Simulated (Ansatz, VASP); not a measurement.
## TlCl in VASP and in Ansatz

```xyz
2
Lattice="3.7936 0.0000 0.0000 0.0000 3.7936 0.0000 0.0000 0.0000 3.7936" Properties=species:S:1:pos:R:3 pbc="T T T"
Tl    0.0000    0.0000    0.0000
Cl    1.8968    1.8968    1.8968
```

Alike in both runs: task single point; functional PBE; k mesh 2 × 2 × 2; no spin polarisation.

|  | VASP | Ansatz |
| --- | --- | --- |
| version | VASP 6.6.1 | Ansatz 0.2.0 |
| potentials or method | VASP PAW PBE potentials, release 64 (Tl_d, Cl) | plane waves |
| plane-wave cutoff (eV) | 500 | 420 |
| occupations | gaussian, width 0.01 eV | fixed |
| valence electrons in the cell | 20 | 20 |

VASP gave:

```
gap on the k mesh at the Fermi level (eV) : 1.90
pressure (GPa)                            : 5.7
```

Which values does Ansatz return?

gap on the k mesh at the Fermi level (eV): 1.89; pressure (GPa): 5.8.

The k mesh is coarse, so the values compare programs but aren't converged. Spin-orbit coupling is off throughout.
